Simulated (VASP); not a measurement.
# RbBr in VASP: notebook

The runs below take RbBr through single point, with PBE, r2SCAN.

Everything below comes from runs of VASP 6.6.1. Logs are shortened: lines on timing, memory, paths and dates and some standing lists are left out, and cuts for length are marked.

**1. The cell of the first run**

The structure is cubic, space group Fm-3m (No. 225). Conventional cell: a = 7.059 Å, b = 7.059 Å, c = 7.059 Å, α = 90.00°, β = 90.00°, γ = 90.00°. Within 4.6 Å of Rb (site symmetry m-3m) lie 6 Br at 3.53 Å. Within 4.6 Å of Br (site symmetry m-3m) lie 6 Rb at 3.53 Å.

**2. Single point, PBE (strain +2.0%)**

The input, INCAR:

```
ALGO     = Normal         # electronic algorithm
EDIFF    = 1E-6           # SCF threshold, eV
ENCUT    = 520            # plane-wave cutoff, eV
GGA      = PE             # functional
ISIF     = 2              # what is computed and relaxed
ISMEAR   = -1             # smearing method
LASPH    = True           # aspherical terms in the spheres
LCHARG   = False          # write CHGCAR
LREAL    = False          # projectors in reciprocal space
LWAVE    = False          # write WAVECAR
NBANDS   = 15             # bands
NELM     = 80             # most SCF steps
PREC     = Accurate       # precision mode
SIGMA    = 0.02           # smearing width, eV
```

The input, KPOINTS:

```
k-points
0
Gamma
  6 6 6
```

The input, POSCAR:

```
RbBr
1.0
    0.0000000000      3.5293504642      3.5293504642
    3.5293504642      0.0000000000      3.5293504642
    3.5293504642      3.5293504642      0.0000000000
Rb Br
1 1
Direct
    0.0000000000      0.0000000000      0.0000000000
    0.5000000000      0.5000000000      0.5000000000
```

Potentials or basis: VASP PAW PBE potentials, release 64 (Rb_sv, Br).

On the command line:

```console
$ cat potpaw_PBE.64/Rb_sv/POTCAR potpaw_PBE.64/Br/POTCAR > POTCAR
$ mpirun -np 1 vasp_std > vasp.out
```

OUTCAR:

```text
EDIFF = 1E-6
   ENCUT = 520
   GGA = PE
   ISIF = 2
   ISMEAR = -1
   LASPH = True
   LREAL = False
   NELM = 80
   PREC = Accurate

 ion  position               nearest neighbor table
   1  0.000  0.000  0.000-   2 3.53   2 3.53   2 3.53   2 3.53   2 3.53   2 3.53
   2  0.500  0.500  0.500-   1 3.53   1 3.53   1 3.53   1 3.53   1 3.53   1 3.53

  LATTYP: Found a face centered cubic cell.
 ALAT       =     7.0587009284

  Lattice vectors:

 A1 = (   0.0000000000,   3.5293504642,   3.5293504642)
 A2 = (   3.5293504642,   0.0000000000,   3.5293504642)
 A3 = (   3.5293504642,   3.5293504642,   0.0000000000)

Analysis of symmetry for initial positions (statically):
=====================================================================
 Subroutine PRICEL returns:
 Original cell was already a primitive cell.

 Routine SETGRP: Setting up the symmetry group for a
 face centered cubic supercell.

 Subroutine GETGRP returns: Found 48 space group operations
 (whereof 48 operations were pure point group operations)
 out of a pool of 48 trial point group operations.

The static configuration has the point symmetry O_h .

Analysis of symmetry for dynamics (positions and initial velocities):
=====================================================================
 Subroutine PRICEL returns:
 Original cell was already a primitive cell.

 Routine SETGRP: Setting up the symmetry group for a
 face centered cubic supercell.

 Subroutine GETGRP returns: Found 48 space group operations
 (whereof 48 operations were pure point group operations)
 out of a pool of 48 trial point group operations.

The dynamic configuration has the point symmetry O_h .

 Subroutine INISYM returns: Found 48 space group operations
 (whereof 48 operations are pure point group operations),
 and found     1 'primitive' translations

----------------------------------------------------------------------------------------

                                     Primitive cell

  volume of cell :      87.9254

  direct lattice vectors                    reciprocal lattice vectors
     0.000000000  3.529350464  3.529350464    -0.141669127  0.141669127  0.141669127
     3.529350464  0.000000000  3.529350464     0.141669127 -0.141669127  0.141669127
     3.529350464  3.529350464  0.000000000     0.141669127  0.141669127 -0.141669127

  length of vectors
[... 81 lines left out ...]
   POTIM  = 0.5000    time-step for ionic-motion
   TEBEG  =    0.0;   TEEND  =   0.0 temperature during run
   PSTRESS=    0.0 pullay stress
   NELECT =      16.0000    total number of electrons
   NUPDOWN=      -1.0000    fix difference up-down
   EMIN   =  10.00;   EMAX   =-10.00  energy-range for DOS
   EFERMI =   0.00;   METHOD = LEGACY
   ISMEAR =    -1;   SIGMA  =   0.02  broadening in eV -4-tet -1-fermi 0-gaus
   EFERMI_NEDOS =   21; number of points for ismear=-14 and -15
   IALGO  =     38    algorithm
   IMIX   =      4    mixing-type and parameters
     AMIX     =   0.40;   BMIX     =  1.00
     AMIX_MAG =   1.60;   BMIX_MAG =  1.00
  volume/ion in A,a.u.               =      43.96       296.67
  Fermi-wavevector in a.u.,A,eV,Ry     =   0.927705  1.753109 11.709679  0.860637
  Thomas-Fermi vector in A             =   2.053804
   LORBIT       =      0    0 simple, 1 ext, 2 COOP (PROOUT), +10 PAW based schemes
   GGA     = PE    functional components
   LHFCALC =     F    Hartree Fock is set to
   AEXX    =    0.0000 exact exchange contribution
   IVDW    =     0    specifies the selected vdW correction
   LEPSILON=     F    determine dielectric tensor
   LRPA    =     F    only Hartree local field effects (RPA)
 non-spin polarized calculation
  energy-cutoff  :      520.00
  volume of cell :       87.93
 maximum number of plane-waves:      2421
 NGX is ok and might be reduce to    40
   NGX = 19   NGY = 19   NGZ = 19

 number of electron      16.0000000 magnetization

 Free energy of the ion-electron system (eV)
  ---------------------------------------------------
  ext. energy  EPLUGINS =         0.00000000
  ---------------------------------------------------
  free energy    TOTEN  =        -6.11482241 eV

  energy without entropy =       -6.11482241  energy(sigma->0) =       -6.11482241

 E-fermi :  -1.5652     XC(G=0):  -6.8909

 val. band max:       -2.0639556634   @ k =   0.0000   0.0000   0.0000
 cond. band min:       2.0837958163   @ k =   0.0000   0.0000   0.0000
 fundamental gap:      4.1477514797
 Fermi energy:        -1.5651577182

 k-point     1 :       0.0000    0.0000    0.0000
  band No.  band energies     occupation
      1     -26.6731      2.00000
      2     -14.1640      2.00000
      3     -10.7426      2.00000
      4     -10.7426      2.00000
      5     -10.7426      2.00000
      6      -2.0640      2.00000
      7      -2.0640      2.00000
      8      -2.0640      2.00000
      9       2.0838      0.00000
     10       5.1778      0.00000
     11       5.1778      0.00000
     12       5.1778      0.00000
     13       6.0071      0.00000
     14       6.0071      0.00000
[... 257 lines left out ...]
      2     -14.1355      2.00000
      3     -10.8507      2.00000
      4     -10.8123      2.00000
      5     -10.7479      2.00000
      6      -2.4542      2.00000
      7      -2.4129      2.00000
      8      -2.3094      2.00000
      9       4.2375      0.00000
     10       5.4289      0.00000
     11       5.6975      0.00000
     12       6.5245      0.00000
     13       7.6258      0.00000
     14       8.4412      0.00000
     15       8.8084      0.00000

------------------------ aborting loop because EDIFF is reached ----------------------------------------

  FORCE on cell =-STRESS in cart. coord.  units (eV):
  Direction    XX          YY          ZZ          XY          YZ          ZX
  --------------------------------------------------------------------------------------
  -------------------------------------------------------------------------------------
  Total       -0.1010264     -0.1010264     -0.1010264      0.0000000      0.0000000      0.0000000
  in kB       -1.8409044     -1.8409044     -1.8409044      0.0000000      0.0000000      0.0000000
  external PRESSURE =      -1.8409044 kB  Pullay stress =       0.0000000 kB

 VOLUME and BASIS-vectors are now :
 -----------------------------------------------------------------------------
  energy-cutoff  :      520.00
  volume of cell :       87.93
      direct lattice vectors                 reciprocal lattice vectors
     0.000000000  3.529350464  3.529350464    -0.141669127  0.141669127  0.141669127
     3.529350464  0.000000000  3.529350464     0.141669127 -0.141669127  0.141669127
     3.529350464  3.529350464  0.000000000     0.141669127  0.141669127 -0.141669127

 POSITION                                       TOTAL-FORCE (eV/Angst)
 -----------------------------------------------------------------------------------
      0.00000      0.00000      0.00000         0.000000      0.000000      0.000000
      3.52935      3.52935      3.52935         0.000000      0.000000      0.000000
 -----------------------------------------------------------------------------------
    total drift:                                0.000000     -0.000000     -0.000000

  FREE ENERGIE OF THE ION-ELECTRON SYSTEM (eV)
  ---------------------------------------------------
  free  energy   TOTEN  =        -6.1148224095 eV

  energy  without entropy=       -6.1148224095  energy(sigma->0) =       -6.11482241
```

stdout:

```text
POSCAR found type information on POSCAR RbBr
 POSCAR found :  2 types and       2 ions
 scaLAPACK will be used
 LDA part: xc-table for (Slater+PW92), standard interpolation
 POSCAR, INCAR and KPOINTS ok, starting setup
 FFT: planning ... GRIDC
 FFT: planning ... GRID_SOFT
 FFT: planning ... GRID
 WAVECAR not read
 entering main loop
```

It took 23 s on 1 thread of Intel Xeon 6975P-C, shared host; peak memory 0.24 GiB.

What came out:

| Property | Result |
| --- | --- |
| Free energy | -6.1148 eV |
| Pressure | -0.2 GPa |
| Band gap on the k mesh | 4.15 eV, direct |

Caveat: the cell differs from its parent crystal (strain +2.0%).

**3. Single point, r2SCAN (strain +2.0%)**

POSCAR is that of step 2.

The input, INCAR.step1:

```
PREC = Accurate
ENCUT = 520
ISMEAR = 0
SIGMA = 0.01
LREAL = F
LASPH = T
NELM = 100
NBANDS = 15
GGA = PE
ALGO = Normal
EDIFF = 1E-4
LWAVE = T
LCHARG = F
```

The input, INCAR.step2:

```
PREC = Accurate
ENCUT = 520
EDIFF = 1E-7
ISMEAR = 0
SIGMA = 0.01
LREAL = F
LASPH = T
NELM = 100
ALGO = Normal
ISIF = 2
LWAVE = F
LCHARG = F
METAGGA = R2SCAN
LMIXTAU = T
NBANDS = 15
ISTART = 1
```

The input, KPOINTS:

```
regular mesh
0
Gamma
  6 6 6
```

Potentials or basis: VASP PAW PBE potentials, release 64 (Rb_sv, Br).

On the command line:

```console
$ cat potpaw_PBE.64/Rb_sv/POTCAR potpaw_PBE.64/Br/POTCAR > POTCAR
$ cp INCAR.step1 INCAR
$ mpirun -np 1 vasp_std > vasp.out
$ cp INCAR.step2 INCAR
$ mpirun -np 1 vasp_std > vasp.out
```

OUTCAR:

```text
PREC = Accurate
   ENCUT = 520
   EDIFF = 1E-7
   ISMEAR = 0
   LREAL = F
   LASPH = T
   NELM = 100
   ISIF = 2
   METAGGA = R2SCAN
   ISTART = 1

 ion  position               nearest neighbor table
   1  0.000  0.000  0.000-   2 3.53   2 3.53   2 3.53   2 3.53   2 3.53   2 3.53
   2  0.500  0.500  0.500-   1 3.53   1 3.53   1 3.53   1 3.53   1 3.53   1 3.53

  LATTYP: Found a face centered cubic cell.
 ALAT       =     7.0587009284

  Lattice vectors:

 A1 = (   0.0000000000,   3.5293504642,   3.5293504642)
 A2 = (   3.5293504642,   0.0000000000,   3.5293504642)
 A3 = (   3.5293504642,   3.5293504642,   0.0000000000)

Analysis of symmetry for initial positions (statically):
=====================================================================
 Subroutine PRICEL returns:
 Original cell was already a primitive cell.

 Routine SETGRP: Setting up the symmetry group for a
 face centered cubic supercell.

 Subroutine GETGRP returns: Found 48 space group operations
 (whereof 48 operations were pure point group operations)
 out of a pool of 48 trial point group operations.

The static configuration has the point symmetry O_h .

Analysis of symmetry for dynamics (positions and initial velocities):
=====================================================================
 Subroutine PRICEL returns:
 Original cell was already a primitive cell.

 Routine SETGRP: Setting up the symmetry group for a
 face centered cubic supercell.

 Subroutine GETGRP returns: Found 48 space group operations
 (whereof 48 operations were pure point group operations)
 out of a pool of 48 trial point group operations.

The dynamic configuration has the point symmetry O_h .

 Subroutine INISYM returns: Found 48 space group operations
 (whereof 48 operations are pure point group operations),
 and found     1 'primitive' translations

----------------------------------------------------------------------------------------

                                     Primitive cell
[... 111 lines left out ...]
   LEPSILON=     F    determine dielectric tensor
   LRPA    =     F    only Hartree local field effects (RPA)
 non-spin polarized calculation
 Gauss-broadening in eV      SIGMA  =   0.01
  energy-cutoff  :      520.00
  volume of cell :       87.93
 maximum number of plane-waves:      2421
 NGX is ok and might be reduce to    40
   NGX = 19   NGY = 19   NGZ = 19

 number of electron      16.0000000 magnetization

 Free energy of the ion-electron system (eV)
  ---------------------------------------------------
  ext. energy  EPLUGINS =         0.00000000
  ---------------------------------------------------
  free energy    TOTEN  =       -31.14511803 eV

  energy without entropy =      -31.14511803  energy(sigma->0) =      -31.14511803

 E-fermi :  -2.3080     XC(G=0):  -7.2564

 val. band max:       -2.4663621090   @ k =   0.0000   0.0000   0.0000
 cond. band min:       2.2816124561   @ k =   0.0000   0.0000   0.0000
 fundamental gap:      4.7479745651
 Fermi energy:        -2.3079780222

 k-point     1 :       0.0000    0.0000    0.0000
  band No.  band energies     occupation
      1     -27.8194      2.00000
      2     -14.9972      2.00000
      3     -11.3415      2.00000
      4     -11.3415      2.00000
      5     -11.3415      2.00000
      6      -2.4664      2.00000
      7      -2.4664      2.00000
      8      -2.4664      2.00000
      9       2.2816      0.00000
     10       5.3865      0.00000
     11       5.3865      0.00000
     12       5.3865      0.00000
     13       6.3927      0.00000
     14       6.3927      0.00000
[... 257 lines left out ...]
      2     -14.9672      2.00000
      3     -11.4485      2.00000
      4     -11.4105      2.00000
      5     -11.3452      2.00000
      6      -2.8605      2.00000
      7      -2.8063      2.00000
      8      -2.7132      2.00000
      9       4.3111      0.00000
     10       5.8044      0.00000
     11       5.8583      0.00000
     12       6.9805      0.00000
     13       8.0952      0.00000
     14       8.8276      0.00000
     15       9.1598      0.00000

------------------------ aborting loop because EDIFF is reached ----------------------------------------

  FORCE on cell =-STRESS in cart. coord.  units (eV):
  Direction    XX          YY          ZZ          XY          YZ          ZX
  --------------------------------------------------------------------------------------
  -------------------------------------------------------------------------------------
  Total       -0.3716978     -0.3716978     -0.3716978      0.0000000     -0.0000000      0.0000000
  in kB       -6.7730804     -6.7730804     -6.7730804      0.0000000     -0.0000000      0.0000000
  external PRESSURE =      -6.7730804 kB  Pullay stress =       0.0000000 kB

 VOLUME and BASIS-vectors are now :
 -----------------------------------------------------------------------------
  energy-cutoff  :      520.00
  volume of cell :       87.93
      direct lattice vectors                 reciprocal lattice vectors
     0.000000000  3.529350464  3.529350464    -0.141669127  0.141669127  0.141669127
     3.529350464  0.000000000  3.529350464     0.141669127 -0.141669127  0.141669127
     3.529350464  3.529350464  0.000000000     0.141669127  0.141669127 -0.141669127

 POSITION                                       TOTAL-FORCE (eV/Angst)
 -----------------------------------------------------------------------------------
      0.00000      0.00000      0.00000         0.000000      0.000000      0.000000
      3.52935      3.52935      3.52935        -0.000000     -0.000000      0.000000
 -----------------------------------------------------------------------------------
    total drift:                                0.000000     -0.000000      0.000000

  FREE ENERGIE OF THE ION-ELECTRON SYSTEM (eV)
  ---------------------------------------------------
  free  energy   TOTEN  =       -31.1451180350 eV

  energy  without entropy=      -31.1451180350  energy(sigma->0) =      -31.14511803
```

Run time: 96 s. Hardware: 1 thread of Intel Xeon 6975P-C, shared host; peak memory 0.26 GiB.

What came out:

```yaml
Free_energy: -31.1451 eV
Pressure: -0.7 GPa
Band_gap_on_the_k_mesh: 4.75 eV, direct
```

Levels at points of the mesh, in eV from the valence-band top:
```tsv
k point	band 4	band 5	band 6	band 7	band 8	band 9	band 10	band 11	band 12	band 13
(0.00, 0.00, 0.00)	-8.88	-8.88	0.00	0.00	0.00	4.75	7.85	7.85	7.85	8.86
(0.50, 0.00, 0.00)	-8.88	-8.84	-0.83	-0.28	-0.28	7.07	7.97	9.96	9.96	10.57
(0.50, 0.50, 0.00)	-8.93	-8.93	-0.45	-0.15	-0.15	6.14	7.61	9.26	9.88	9.99
```

Caveat: the cell differs from its parent crystal (strain +2.0%); the PAW data sets were made with another functional, which shifts forces and pressure a little.

(Continued in part 2 of 2.)
